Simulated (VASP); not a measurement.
Input of a VASP 6.6.1 run:

File INCAR:

```
ALGO     = Normal         # electronic algorithm
EDIFF    = 1E-6           # SCF threshold, eV
ENCUT    = 600            # plane-wave cutoff, eV
GGA      = PS             # functional
GGA_COMPAT= False        
ISIF     = 2              # what is computed and relaxed
ISMEAR   = 0              # smearing method
IVDW     = 12             # dispersion correction
LASPH    = True           # aspherical terms in the spheres
LCHARG   = True           # write CHGCAR
LELF     = True           # ELF
LREAL    = False          # projectors in reciprocal space
LVHAR    = True         
LWAVE    = False          # write WAVECAR
NBANDS   = 25             # bands
NELM     = 120            # most SCF steps
PREC     = Accurate       # precision mode
SIGMA    = 0.01           # smearing width, eV
```

KPOINTS

```
k-points
0
Gamma
  6 6 4
```

File POSCAR:

```
CdH2O2
1.0
    3.7345679719      0.0000000000      0.0000000000
   -1.8672839859      3.2342303487      0.0000000000
    0.0000000000      0.0000000000      4.3196492046
Cd H O
1 2 2
Direct
    0.3333333333      0.6666666667      0.9873000000
    0.0000000000      0.0000000000      0.0080770000
    0.6666666667      0.3333333333      0.4318850000
    0.0000000000      0.0000000000      0.7861940000
    0.6666666667      0.3333333333      0.2118940000
```

Potentials or basis: VASP PAW PBE potentials, release 64 (Cd_sv_GW, H, O).

The run is started by

```console
$ cat potpaw_PBE.64/Cd_sv_GW/POTCAR potpaw_PBE.64/H/POTCAR potpaw_PBE.64/O/POTCAR > POTCAR
$ mpirun -np 1 vasp_std > vasp.out
```

Task: Predict the dispersion energy per atom.

Result: -0.095 eV.

Task: Estimate the largest force.

Result: 1.572 eV/Å.

Task: Predict the band gap on the k mesh.

Result: 1.33 eV, indirect (least direct gap 1.85 eV).

Task: Estimate the pressure.

Result: 1.7 GPa.

Stress tensor (GPa, compression positive):
```
-1.01  0.00  0.00
 0.00 -1.01  0.00
 0.00  0.00  7.01
```

Caveat: the PAW data sets were made with another functional, which shifts forces and pressure a little. A k mesh can miss the band edges.
